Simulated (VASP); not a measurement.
# HC64 (a cell with a defect) in VASP: notebook, part 2 of 2

VASP 6.6.1.

### 3 Single point, PBEsol, collinear spin

Input file INCAR:

```
ALGO     = Normal         # electronic algorithm
EDIFF    = 1E-6           # SCF threshold, eV
ENCUT    = 520            # plane-wave cutoff, eV
GGA      = PS             # functional
ISIF     = 2              # what is computed and relaxed
ISMEAR   = -1             # smearing method
ISPIN    = 2              # spin polarisation
ISYM     = 0            
LASPH    = T              # aspherical terms in the spheres
LCHARG   = F              # write CHGCAR
LORBIT   = 11             # projections on sites
LREAL    = Auto         
LWAVE    = F              # write WAVECAR
MAGMOM   = 0 0 0 0 0 0 0 0.091 0 0 0 0 0 0 0 0 0 0.091 0 0 0 0 0 0 0.091 0.091 0 0 0 0 0 0 0 0 0.091 0 0 0 0 0 0.091 0 0.091 0 0 0 0 0 0 0 0 0 0.091 0 0 0 0.091 0 0 0 0.091 0 0 0 0.091 # initial moments
NBANDS   = 170            # bands
NELECT   = 255.0        
NELM     = 150            # most SCF steps
PREC     = Accurate       # precision mode
SIGMA    = 0.05           # smearing width, eV
```

Input file KPOINTS:

```
Automatic mesh
0
Gamma
  1 1 1
  0.25 0.25 0.25
```

Input file POSCAR:

```
HC64
1.0
    7.1076060000      0.0000000000      0.0000000000
    0.0000000000      7.1076060000      0.0000000000
    0.0000000000      0.0000000000      7.1076060000
C H
64 1
Direct
    0.0007410000      0.9970360000      0.9996870000
    0.0013380000      0.9980800000      0.5004330000
    0.9995800000      0.4968930000      0.9985970000
    0.0004450000      0.4977510000      0.4993720000
    0.5011920000      0.9981860000      0.0006110000
    0.5018630000      0.9992230000      0.5010140000
    0.5008720000      0.4979130000      0.9996840000
    0.5084470000      0.5000620000      0.5069900000
    0.1238750000      0.1213600000      0.1244520000
    0.1248080000      0.1232240000      0.6258280000
    0.1229720000      0.6245480000      0.1237050000
    0.1257700000      0.6229640000      0.6252940000
    0.6244750000      0.1235010000      0.1258660000
    0.6252420000      0.1237390000      0.6259680000
    0.6250750000      0.6225910000      0.1255180000
    0.6289310000      0.6253900000      0.6298070000
    0.2500790000      0.2451660000      0.9973410000
    0.2506670000      0.2468620000      0.4997960000
    0.2513920000      0.7481530000      0.9999740000
    0.2518870000      0.7524380000      0.5037850000
    0.7505240000      0.2475880000      0.9999550000
    0.7511390000      0.2480190000      0.5004390000
    0.7513040000      0.7478050000      0.0006830000
    0.7528090000      0.7489020000      0.5012310000
    0.3741640000      0.3698020000      0.1211070000
    0.3755620000      0.3738120000      0.6268320000
    0.3747810000      0.8736370000      0.1254900000
    0.3760640000      0.8762630000      0.6284470000
    0.8733900000      0.3724020000      0.1247370000
    0.8750330000      0.3732020000      0.6256240000
    0.8748270000      0.8729720000      0.1258410000
    0.8756790000      0.8736820000      0.6260560000
    0.2511080000      0.9979050000      0.2500030000
    0.2511710000      0.9985550000      0.7509540000
    0.2351710000      0.4832250000      0.2315800000
    0.2514130000      0.4980760000      0.7505210000
    0.7509930000      0.9979930000      0.2502250000
    0.7515370000      0.9981370000      0.7505580000
    0.7511630000      0.4979750000      0.2501700000
    0.7527060000      0.4977920000      0.7517310000
    0.3747560000      0.1231310000      0.3755630000
    0.3750240000      0.1226360000      0.8750450000
    0.3908960000      0.6420660000      0.3904110000
    0.3750420000      0.6236320000      0.8757440000
    0.8735050000      0.1219200000      0.3758270000
    0.8746430000      0.1230940000      0.8755130000
    0.8749940000      0.6234820000      0.3756740000
    0.8751890000      0.6234080000      0.8756440000
    0.9973060000      0.2438910000      0.2482330000
    0.0009370000      0.2476890000      0.7498890000
    0.0010510000      0.7481540000      0.2510340000
    0.0017060000      0.7477930000      0.7501190000
    0.5003690000      0.2483430000      0.2506780000
    0.5014180000      0.2477820000      0.7504240000
    0.5031960000      0.7499210000      0.2491100000
    0.5022870000      0.7491840000      0.7523030000
    0.1178140000      0.3667800000      0.3735320000
    0.1243040000      0.3726240000      0.8744090000
    0.1252580000      0.8739610000      0.3757210000
    0.1249900000      0.8730350000      0.8754260000
    0.6257400000      0.3742450000      0.3759140000
    0.6248670000      0.3731760000      0.8755690000
    0.6266150000      0.8750300000      0.3767430000
    0.6254210000      0.8739400000      0.8766330000
    0.3141630000      0.4970190000      0.3756750000
```

Potentials or basis: VASP PAW PBE potentials, release 64 (C, H).

The run is started by

```
$ cat potpaw_PBE.64/C/POTCAR potpaw_PBE.64/H/POTCAR > POTCAR
$ mpirun -np 1 vasp_std > vasp.out
```

Wall time 23 min (1 thread of Intel Xeon Platinum 8259CL at 2.50GHz (Skylake/Cascade Lake), shared host); peak memory 0.69 GiB.

It converged, with:

- Free energy: -635.1226 eV
- Largest force: 0.248 eV/Å
- Net moment: 0.00 μB per cell
- Valence electrons inside the program's atomic spheres: C 2.57, 2.56, 2.58; H 0.73

Forces in eV/Å, atoms in the order of the input:
```
C   -0.128 -0.021  0.006
C   -0.150 -0.001  0.025
C   -0.117  0.072  0.025
C   -0.099  0.013 -0.011
C   -0.109  0.018  0.008
C   -0.143 -0.010 -0.008
C   -0.124  0.020 -0.013
C   -0.078 -0.006 -0.036
C    0.141  0.019 -0.025
C    0.092 -0.005 -0.011
C    0.021 -0.024 -0.058
C    0.116 -0.028  0.000
C    0.131  0.003 -0.020
C    0.138  0.007 -0.012
C    0.118 -0.022 -0.002
C    0.136 -0.042  0.005
C   -0.111  0.016  0.028
C   -0.075  0.020  0.019
C   -0.085  0.013 -0.002
C   -0.128  0.033  0.024
C   -0.159  0.002 -0.012
C   -0.102 -0.009  0.020
C   -0.104  0.024 -0.004
C   -0.157 -0.013 -0.007
C    0.151 -0.017 -0.033
C    0.065 -0.010 -0.026
C    0.075  0.015 -0.008
C    0.118 -0.043 -0.036
C    0.154  0.018  0.016
C    0.109 -0.017  0.004
C    0.110  0.007 -0.029
C    0.152  0.021 -0.004
C   -0.115  0.006  0.018
C   -0.086  0.006  0.015
C    0.055  0.105  0.218
C   -0.125  0.016  0.002
C   -0.135 -0.026  0.063
C   -0.125  0.007  0.003
C   -0.093  0.006  0.000
C   -0.141  0.061 -0.014
C    0.138 -0.008 -0.013
C    0.091 -0.007  0.009
C   -0.046 -0.206 -0.109
C    0.133 -0.026 -0.004
C    0.144  0.017 -0.062
C    0.136 -0.005 -0.007
C    0.109 -0.006 -0.007
C    0.146 -0.061  0.037
C   -0.159 -0.009  0.051
C   -0.140  0.000 -0.013
C   -0.120 -0.013  0.021
C   -0.137  0.005  0.001
C   -0.120 -0.008  0.023
C   -0.108  0.003  0.008
C   -0.014  0.060  0.021
C   -0.139  0.017 -0.024
C    0.071  0.031  0.016
C    0.140  0.007  0.010
C    0.124  0.008 -0.020
C    0.096 -0.002 -0.009
C    0.097  0.018 -0.009
C    0.138 -0.016  0.007
C    0.104 -0.023 -0.073
C    0.128 -0.004  0.014
H   -0.004 -0.005  0.003
```

Levels at points of the mesh, in eV from the Fermi level:
Spin up:
| k point | band 125 | band 126 | band 127 | band 128 | band 129 | band 130 | band 131 | band 132 |
| --- | --- | --- | --- | --- | --- | --- | --- | --- |
| (0.25, 0.25, 0.25) | -1.30 | -1.19 | -0.19 | 0.00 | 3.41 | 5.28 | 5.38 | 5.41 |
Spin down:
| k point | band 124 | band 125 | band 126 | band 127 | band 128 | band 129 | band 130 | band 131 | band 132 | band 133 |
| --- | --- | --- | --- | --- | --- | --- | --- | --- | --- | --- |
| (0.25, 0.25, 0.25) | -1.34 | -1.30 | -1.19 | -0.19 | 0.00 | 3.41 | 5.28 | 5.38 | 5.41 | 5.64 |

Caveat: the k points lie up to 0.88 Å⁻¹ apart; the cell carries a net charge on a neutralising background, which shifts energy and pressure; the cell is charged against a uniform background, so pressure and absolute levels hang on convention; the PAW data sets were made with another functional, which shifts forces and pressure a little.
